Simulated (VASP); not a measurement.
# LiSe2 in VASP: further runs

The runs below take LiSe2 through single point, relaxation of cell and atoms, with PBE+D3(BJ).

All numbers are computed with VASP 6.6.1; they aren't measurements. Logs are shortened: lines on timing, memory, paths and dates and some standing lists are left out, and cuts for length are marked.

### Step 1. The cell of the first run

It takes space group Fm-3m (No. 225, cubic). The conventional cell has a = 6.081 Å, b = 6.081 Å, c = 6.081 Å, α = 90.00°, β = 90.00°, γ = 90.00°. Within 3.5 Å of Li (site symmetry m-3m) lie 8 Se at 2.63 Å. Se (site symmetry -43m) has 4 Li at 2.63 Å and 6 Se at 3.04 Å within 3.5 Å.

### Step 2. Single point, PBE+D3(BJ)

Input file INCAR:

```
PREC = Accurate
ENCUT = 520
EDIFF = 1E-6
ISMEAR = 0
SIGMA = 0.1
LREAL = F
LASPH = T
NELM = 100
ALGO = Normal
ISIF = 2
LWAVE = F
LCHARG = F
GGA = PE
IVDW = 12
NBANDS = 14
```

Input file KPOINTS:

```
Automatic mesh
0
Gamma
  14 14 14
```

Input file POSCAR:

```
LiSe2
1.0
    0.0000000000      3.0402864272      3.0402864272
    3.0402864272      0.0000000000      3.0402864272
    3.0402864272      3.0402864272      0.0000000000
Li Se
1 2
Direct
    0.5000000000      0.5000000000      0.5000000000
    0.7500000000      0.7500000000      0.7500000000
    0.2500000000      0.2500000000      0.2500000000
```

Potentials or basis: VASP PAW PBE potentials, release 64 (Li_sv, Se).

Started as:

```sh
> cat potpaw_PBE.64/Li_sv/POTCAR potpaw_PBE.64/Se/POTCAR > POTCAR
> mpirun -np 1 vasp_std > vasp.out
```

OUTCAR:

```text
PREC = Accurate
   ENCUT = 520
   EDIFF = 1E-6
   ISMEAR = 0
   LREAL = F
   LASPH = T
   NELM = 100
   ISIF = 2
   GGA = PE
   IVDW = 12
 IVDW          = 12

 ion  position               nearest neighbor table
   1  0.500  0.500  0.500-   3 2.63   3 2.63   3 2.63   2 2.63   3 2.63   2 2.63   2 2.63   2 2.63

   2  0.750  0.750  0.750-   1 2.63   1 2.63   1 2.63   1 2.63
   3  0.250  0.250  0.250-   1 2.63   1 2.63   1 2.63   1 2.63

  LATTYP: Found a face centered cubic cell.
 ALAT       =     6.0805728544

  Lattice vectors:

 A1 = (   0.0000000000,   3.0402864272,   3.0402864272)
 A2 = (   3.0402864272,   0.0000000000,   3.0402864272)
 A3 = (   3.0402864272,   3.0402864272,   0.0000000000)

Analysis of symmetry for initial positions (statically):
=====================================================================
 Subroutine PRICEL returns:
 Original cell was already a primitive cell.

 Routine SETGRP: Setting up the symmetry group for a
 face centered cubic supercell.

 Subroutine GETGRP returns: Found 48 space group operations
 (whereof 48 operations were pure point group operations)
 out of a pool of 48 trial point group operations.

The static configuration has the point symmetry O_h .

Analysis of symmetry for dynamics (positions and initial velocities):
=====================================================================
 Subroutine PRICEL returns:
 Original cell was already a primitive cell.

 Routine SETGRP: Setting up the symmetry group for a
 face centered cubic supercell.

 Subroutine GETGRP returns: Found 48 space group operations
 (whereof 48 operations were pure point group operations)
 out of a pool of 48 trial point group operations.

The dynamic configuration has the point symmetry O_h .

 Subroutine INISYM returns: Found 48 space group operations
 (whereof 48 operations are pure point group operations),
 and found     1 'primitive' translations

----------------------------------------------------------------------------------------

                                     Primitive cell

  volume of cell :      56.2048

  direct lattice vectors                    reciprocal lattice vectors
     0.000000000  3.040286427  3.040286427    -0.164458189  0.164458189  0.164458189
     3.040286427  0.000000000  3.040286427     0.164458189 -0.164458189  0.164458189
     3.040286427  3.040286427  0.000000000     0.164458189  0.164458189 -0.164458189

  length of vectors
     4.299614299  4.299614299  4.299614299     0.284849939  0.284849939  0.284849939

  position of ions in fractional coordinates (direct lattice)
     0.500000000  0.500000000  0.500000000
     0.750000000  0.750000000  0.750000000
     0.250000000  0.250000000  0.250000000

  ion indices of the primitive-cell ions
   primitive index   ion index
                 1           1
                 2           2
                 3           3

----------------------------------------------------------------------------------------

 KPOINTS: Automatic mesh

Automatic generation of k-mesh.
 Grid dimensions read from file:
 generate k-points for:   14   14   14

 Generating k-lattice:

  Cartesian coordinates                     Fractional coordinates (reciprocal lattice)
    -0.011747014  0.011747014  0.011747014     0.071428571  0.000000000  0.000000000
     0.011747014 -0.011747014  0.011747014     0.000000000  0.071428571  0.000000000
     0.011747014  0.011747014 -0.011747014     0.000000000  0.000000000  0.071428571

  Length of vectors
     0.020346424  0.020346424  0.020346424

  Shift w.r.t. Gamma in fractional coordinates (k-lattice)
     0.000000000  0.000000000  0.000000000

 Subroutine IBZKPT returns following result:
 ===========================================

 Found    104 irreducible k-points:

 Following reciprocal coordinates:
            Coordinates               Weight
  0.000000  0.000000  0.000000      1.000000
  0.071429  0.000000  0.000000      8.000000
  0.142857  0.000000  0.000000      8.000000
  0.214286  0.000000  0.000000      8.000000
  0.285714  0.000000  0.000000      8.000000
  0.357143  0.000000  0.000000      8.000000
[... 16 lines left out ...]
  0.214286  0.142857  0.000000     24.000000
  0.285714  0.142857  0.000000     24.000000
 [... further k-points ...]
   k-points           NKPTS =    104   k-points in BZ     NKDIM =    104   number of bands    NBANDS=     14
   number of dos      NEDOS =    301   number of ions     NIONS =      3
   total plane-waves  NPLWV =  32768
   dimension x,y,z NGX =    32 NGY =   32 NGZ =   32
   dimension x,y,z NGXF=    64 NGYF=   64 NGZF=   64
   ions per type =               1   2
   NGX,Y,Z   is equivalent  to a cutoff of  12.37, 12.37, 12.37 a.u.
   NGXF,Y,Z  is equivalent  to a cutoff of  24.75, 24.75, 24.75 a.u.
 SYSTEM =  unknown system
   PREC   = accura    normal or accurate (medium, high low for compatibility)
   ISTART =      0    job   : 0-new  1-cont  2-samecut
   ICHARG =      2    charge: 1-file 2-atom 10-const
   ISPIN  =      1    spin polarized calculation?
   LNONCOLLINEAR =      F non collinear calculations
   LSORBIT =      F    spin-orbit coupling
   LASPH  =      T    aspherical Exc in radial PAW
   ENCUT  =  520.0 eV  38.22 Ry    6.18 a.u.   7.99  7.99  7.99*2*pi/ulx,y,z
   NELM   =    100;   NELMIN=  2; NELMDL= -5     # of ELM steps
   EDIFF  = 0.1E-05   stopping-criterion for ELM
   LREAL  =      F    real-space projection
   EDIFFG = 0.1E-04   stopping-criterion for IOM
   NSW    =      0    number of steps for IOM
   IBRION =     -1    ionic relax: 0-MD 1-quasi-New 2-CG
   NFREE  =      0    steps in history (QN), initial steepest desc. (CG)
   ISIF   =      2    stress and relaxation
   ISYM   =      2    0-nonsym 1-usesym 2-fastsym
   POTIM  = 0.5000    time-step for ionic-motion
   TEBEG  =    0.0;   TEEND  =   0.0 temperature during run
   PSTRESS=    0.0 pullay stress
   NELECT =      15.0000    total number of electrons
   NUPDOWN=      -1.0000    fix difference up-down
   EMIN   =  10.00;   EMAX   =-10.00  energy-range for DOS
   EFERMI =   0.00;   METHOD = LEGACY
   ISMEAR =     0;   SIGMA  =   0.10  broadening in eV -4-tet -1-fermi 0-gaus
   EFERMI_NEDOS =   21; number of points for ismear=-14 and -15
   IALGO  =     38    algorithm
   IMIX   =      4    mixing-type and parameters
     AMIX     =   0.40;   BMIX     =  1.00
     AMIX_MAG =   1.60;   BMIX_MAG =  1.00
  volume/ion in A,a.u.               =      18.73       126.43
  Fermi-wavevector in a.u.,A,eV,Ry     =   1.054017  1.991802 15.115404  1.110951
  Thomas-Fermi vector in A             =   2.189161
   LORBIT       =      0    0 simple, 1 ext, 2 COOP (PROOUT), +10 PAW based schemes
   GGA     = PE    functional components
   LHFCALC =     F    Hartree Fock is set to
   AEXX    =    0.0000 exact exchange contribution
   IVDW    =    12    specifies the selected vdW correction
   LEPSILON=     F    determine dielectric tensor
   LRPA    =     F    only Hartree local field effects (RPA)
 non-spin polarized calculation
 Gauss-broadening in eV      SIGMA  =   0.10
  energy-cutoff  :      520.00
  volume of cell :       56.20
 maximum number of plane-waves:      1532
   NGX = 15   NGY = 15   NGZ = 15

 number of electron      14.9999996 magnetization

 Free energy of the ion-electron system (eV)
  ---------------------------------------------------
  ext. energy  EPLUGINS =         0.00000000
  ---------------------------------------------------
  free energy    TOTEN  =        -9.85465532 eV

  energy without entropy =       -9.84825544  energy(sigma->0) =       -9.85145538

 E-fermi :   4.0457     XC(G=0):  -9.6152

 val. band max:        4.0372798716   @ k =  -0.4286   0.2857   0.0000
 cond. band min:       4.0532583432   @ k =   0.4286   0.2857   0.0714
 fundamental gap:      0.0159784715
 Fermi energy:         4.0456955811

 k-point     1 :       0.0000    0.0000    0.0000
  band No.  band energies     occupation
      1     -41.7307      2.00000
      2     -10.8113      2.00000
      3      -6.5934      2.00000
      4       0.8582      2.00000
      5       0.8582      2.00000
      6       0.8582      2.00000
      7       4.2661      0.00183
      8       4.2661      0.00183
      9       4.2661      0.00183
     10       8.2489      0.00000
     11       8.2489      0.00000
     12       8.2489      0.00000
     13      10.4541      0.00000
     14      11.0419      0.00000

 k-point     2 :       0.0714    0.0000    0.0000
  band No.  band energies     occupation
      1     -41.7307      2.00000
      2     -10.7719      2.00000
      3      -6.6654      2.00000
      4       0.8486      2.00000
      5       0.8661      2.00000
      6       0.8661      2.00000
      7       4.1464      0.15421
      8       4.1464      0.15420
      9       4.1704      0.07776
     10       8.3330      0.00000
     11       8.3422      0.00000
     12       8.3422      0.00000
     13      10.7052      0.00000
     14      11.2676      0.00000

 k-point     3 :       0.1429    0.0000    0.0000
  band No.  band energies     occupation
      1     -41.7307      2.00000
      2     -10.6543      2.00000
      3      -6.8744      2.00000
      4       0.8381      2.00000
      5       0.8935      2.00000
      6       0.8935      2.00000
      7       3.8285      1.99787
      8       3.8285      1.99787
      9       3.8944      1.96760
     10       8.6276      0.00000
     11       8.6276      0.00000
     12       8.6410      0.00000
     13      11.3452      0.00000
     14      11.8901      0.00000
[... 324 lines left out ...]
 k-point    23 :       0.2143    0.1429    0.0000
  band No.  band energies     occupation
      1     -41.7306      2.00000
      2     -10.4705      2.00000
      3      -7.1268      2.00000
      4       0.3312      2.00000
      5       0.3337      2.00000
      6       1.9169      2.00000
      7       2.1378      2.00000
      8       4.4717      0.00000
      9       4.4736      0.00000
     10       7.9481      0.00000
     11       9.7106      0.00000
     12       9.7172      0.00000
     13      11.2013      0.00000
     14      11.6606      0.00000

 k-point    24 :       0.2857    0.1429    0.0000
  band No.  band energies     occupation
      1     -41.7306      2.00000
      2     -10.2627      2.00000
      3      -7.4271      2.00000
      4       0.2670      2.00000
      5       0.2673      2.00000
      6       1.3280      2.00000
      7       2.5091      2.00000
      8       4.2372      0.00675
      9       4.2417      0.00557
     10       8.2262      0.00000
     11      10.3815      0.00000
     12      10.3834      0.00000
     13      11.8441      0.00000
     14      12.3776      0.00000

 [... further k-points ...]

------------------------ aborting loop because EDIFF is reached ----------------------------------------

 Edisp (eV)   -1.03914

 E8    (eV) :    -0.4270

  FORCE on cell =-STRESS in cart. coord.  units (eV):
  Direction    XX          YY          ZZ          XY          YZ          ZX
  --------------------------------------------------------------------------------------
  -------------------------------------------------------------------------------------
  Total      -0.00001    -0.00001    -0.00001     0.00000     0.00000    -0.00000
  in kB      -0.00020    -0.00020    -0.00020     0.00000     0.00000    -0.00000
  external pressure =       -0.00 kB  Pullay stress =        0.00 kB

 VOLUME and BASIS-vectors are now :
 -----------------------------------------------------------------------------
  energy-cutoff  :      520.00
  volume of cell :       56.20
      direct lattice vectors                 reciprocal lattice vectors
     0.000000000  3.040286427  3.040286427    -0.164458189  0.164458189  0.164458189
     3.040286427  0.000000000  3.040286427     0.164458189 -0.164458189  0.164458189
     3.040286427  3.040286427  0.000000000     0.164458189  0.164458189 -0.164458189

 POSITION                                       TOTAL-FORCE (eV/Angst)
 -----------------------------------------------------------------------------------
      3.04029      3.04029      3.04029         0.000000     -0.000000     -0.000000
      4.56043      4.56043      4.56043        -0.000000     -0.000000     -0.000000
      1.52014      1.52014      1.52014         0.000000      0.000000      0.000000
 -----------------------------------------------------------------------------------
    total drift:                               -0.000000      0.000000      0.000000

  FREE ENERGIE OF THE ION-ELECTRON SYSTEM (eV)
  ---------------------------------------------------
  free  energy   TOTEN  =       -10.8937966556 eV

  energy  without entropy=      -10.8873967813  energy(sigma->0) =      -10.89059672
```

Wall time 27 s (1 thread of Intel Xeon Platinum 8488C (Sapphire Rapids), shared host); peak memory 0.23 GiB.

What came out:

```yaml
Free_energy: -10.8938 eV
Dispersion_energy_per_atom: -0.346 eV
```

Caveat: the cutoff is under 1.25 times the usual one of these potentials, so pressure, stress and relaxed cells hold a basis-set (Pulay) error; pairwise dispersion overbinds metals, which lowers pressure and volume.

### Step 3. Relaxation of cell and atoms, PBE+D3(BJ)

This run uses another cell than the first one, of 18.68 Å³/atom, 0.997 times its volume.

Input file INCAR:

```
PREC = Accurate
ENCUT = 600
EDIFF = 1E-7
ISMEAR = 0
SIGMA = 0.1
LREAL = F
LASPH = T
NELM = 100
ALGO = Normal
ISIF = 3
LWAVE = F
LCHARG = F
GGA = PE
IVDW = 12
IBRION = 2
NSW = 100
EDIFFG = -0.01
```

KPOINTS is that of step 2.

Input file POSCAR:

```
LiSe2
1.0
    0.0000000000      3.0373419762      3.0373419762
    3.0373419762      0.0000000000      3.0373419762
    3.0373419762      3.0373419762      0.0000000000
Li Se
1 2
Direct
    0.5000000000      0.5000000000      0.5000000000
    0.7500000000      0.7500000000      0.7500000000
    0.2500000000      0.2500000000      0.2500000000
```

Potentials or basis: VASP PAW PBE potentials, release 64 (Li_sv, Se).

Started as:

```sh
> cat potpaw_PBE.64/Li_sv/POTCAR potpaw_PBE.64/Se/POTCAR > POTCAR
> mpirun -np 1 vasp_std > vasp.out
```

OUTCAR:

```text
PREC = Accurate
   ENCUT = 600
   EDIFF = 1E-7
   ISMEAR = 0
   LREAL = F
   LASPH = T
   NELM = 100
   ISIF = 3
   GGA = PE
   IVDW = 12
   IBRION = 2
   NSW = 100
   EDIFFG = -0.01
 IVDW          = 12

 ion  position               nearest neighbor table
   1  0.500  0.500  0.500-   3 2.63   2 2.63   3 2.63   2 2.63   3 2.63   3 2.63   2 2.63   2 2.63

   2  0.750  0.750  0.750-   1 2.63   1 2.63   1 2.63   1 2.63
   3  0.250  0.250  0.250-   1 2.63   1 2.63   1 2.63   1 2.63

  LATTYP: Found a face centered cubic cell.
[... 586 lines left out ...]

  FORCE on cell =-STRESS in cart. coord.  units (eV):
  Direction    XX          YY          ZZ          XY          YZ          ZX
  --------------------------------------------------------------------------------------
  -------------------------------------------------------------------------------------
  Total       0.00216     0.00216     0.00216     0.00000    -0.00000     0.00000
  in kB       0.06159     0.06159     0.06159     0.00000    -0.00000     0.00000
  external pressure =        0.06 kB  Pullay stress =        0.00 kB

 VOLUME and BASIS-vectors are now :
 -----------------------------------------------------------------------------
  energy-cutoff  :      600.00
  volume of cell :       56.17
      direct lattice vectors                 reciprocal lattice vectors
    -0.000000000  3.039715934  3.039715934    -0.164489055  0.164489055  0.164489055
     3.039715934  0.000000000  3.039715934     0.164489055 -0.164489055  0.164489055
     3.039715934  3.039715934 -0.000000000     0.164489055  0.164489055 -0.164489055

 POSITION                                       TOTAL-FORCE (eV/Angst)
 -----------------------------------------------------------------------------------
      3.03972      3.03972      3.03972         0.000000      0.000000     -0.000000
      4.55957      4.55957      4.55957        -0.000000     -0.000000     -0.000000
      1.51986      1.51986      1.51986         0.000000      0.000000      0.000000
 -----------------------------------------------------------------------------------
    total drift:                                0.000000      0.000000      0.000000

  FREE ENERGIE OF THE ION-ELECTRON SYSTEM (eV)
  ---------------------------------------------------
  free  energy   TOTEN  =       -10.8936550797 eV

  energy  without entropy=      -10.8872569901  energy(sigma->0) =      -10.89045603

 reached required accuracy - stopping structural energy minimisation
```

CONTCAR:

```text
LiSe2
   1.00000000000000
    -0.0000000000000000    3.0397159339982234    3.0397159339982234
     3.0397159339982234    0.0000000000000000    3.0397159339982234
     3.0397159339982234    3.0397159339982234   -0.0000000000000000
  Li              Se
     1     2
Direct
     0.5000000000000000    0.5000000000000000    0.5000000000000000
     0.7500000000000000    0.7500000000000000    0.7500000000000000
     0.2500000000000000    0.2500000000000000    0.2500000000000000

  0.00000000E+00  0.00000000E+00  0.00000000E+00
  0.00000000E+00  0.00000000E+00  0.00000000E+00
  0.00000000E+00  0.00000000E+00  0.00000000E+00
```

It took 92 s on 1 thread of Intel Xeon Platinum 8488C (Sapphire Rapids), shared host; peak memory 0.27 GiB.

What came out:

| Property | Result |
| --- | --- |
| Free energy | -10.8937 eV |
| Relaxed volume | 18.72 Å³/atom |
| Relaxed cell | a = 4.299 Å, b = 4.299 Å, c = 4.299 Å, α = 60.00°, β = 60.00°, γ = 60.00° |
| Space group after relaxing (to 0.05 Å) | Fm-3m (No. 225) |
| Energy gained by relaxing | 0.0 meV/atom |
| Ionic steps | 2 |
| Pressure after relaxing | 0.0 GPa |
| Dispersion energy per atom | -0.347 eV |

Final structure:
```
Li Se
1.0
     0.00000    3.03972    3.03972
     3.03972    0.00000    3.03972
     3.03972    3.03972    0.00000
Li Se
1 2
Direct
  0.50000 0.50000 0.50000
  0.75000 0.75000 0.75000
  0.25000 0.25000 0.25000
```

Caveat: the cutoff is under 1.25 times the usual one of these potentials, so pressure, stress and relaxed cells hold a basis-set (Pulay) error; pairwise dispersion overbinds metals, which lowers pressure and volume.

### Step 4. Single point, PBE+D3(BJ)

This run uses another cell than the first one, of 18.68 Å³/atom, 0.997 times its volume.

Input file INCAR:

```
PREC = Accurate
ENCUT = 520
EDIFF = 1E-7
ISMEAR = 0
SIGMA = 0.1
LREAL = False
LASPH = True
NELM = 100
ALGO = Normal
ISIF = 2
LWAVE = False
LCHARG = False
GGA = PE
IVDW = 12
NBANDS = 14
```

Input file KPOINTS:

```
Automatic mesh
0
Gamma
  6 6 6
```

Input file POSCAR:

```
LiSe2
1.0
    2.1467664377      1.2394361807      3.5103493253
   -2.1467664377      1.2394361807      3.5103493253
    0.0000000000     -2.4788723614      3.5103493253
Li Se
1 2
Direct
    0.5000000000      0.5000000000      0.5000000000
    0.7499394154      0.7499394154      0.7499394154
    0.2500605846      0.2500605846      0.2500605846
```

Started as:

```sh
> cat potpaw_PBE.64/Li_sv/POTCAR potpaw_PBE.64/Se/POTCAR > POTCAR
> mpirun -np 1 vasp_std > vasp.out
```

Run time: 28 s. Hardware: 1 thread of Intel Xeon Platinum 8488C (Sapphire Rapids), shared host; peak memory 0.19 GiB.

It converged, with:

* Free energy: -10.8966 eV
* Dispersion energy per atom: -0.347 eV

Levels at points of the mesh, in eV from the Fermi level:
```
           k point  band 5  band 6  band 7  band 8  band 9  band 10
(0.00, 0.00, 0.00)   -3.29   -3.29    0.13    0.13    0.13     4.10
(0.50, 0.00, 0.00)   -2.62   -2.42   -2.42   -2.25   -2.25     7.81
(0.50, 0.50, 0.00)   -4.86   -4.86    1.43    1.43    2.40     3.17
(0.50, 0.50, 0.50)   -2.62   -2.42   -2.41   -2.24   -2.24     7.81
```

Caveat: the cutoff is under 1.25 times the usual one of these potentials, so pressure, stress and relaxed cells hold a basis-set (Pulay) error; pairwise dispersion overbinds metals, which lowers pressure and volume.

### Step 5. The runs side by side

| task | cell | k mesh | cutoff (eV) | gap on the mesh (eV) |
| --- | --- | --- | --- | --- |
| single point | a = 4.300 Å, angles 60.0°, 3 atoms | 14 × 14 × 14 | 520 | none |
| relaxation of cell and atoms | relaxed from a = 4.295 Å, angles 60.0°, 3 atoms | 14 × 14 × 14 | 600 | none |
| single point | a = 4.297 Å, angles 59.9°, 3 atoms | 6 × 6 × 6 | 520 | none |

Alike in all rows: level PBE+D3(BJ); potentials or basis VASP PAW PBE potentials, release 64 (Li_sv, Se); no spin polarisation; smearing gaussian 0.1 eV.

Caveats: the cutoff is under 1.25 times the usual one of these potentials, so pressure, stress and relaxed cells hold a basis-set (Pulay) error; pairwise dispersion overbinds metals, which lowers pressure and volume.

Absolute energies hang on the potentials; compare differences alone.
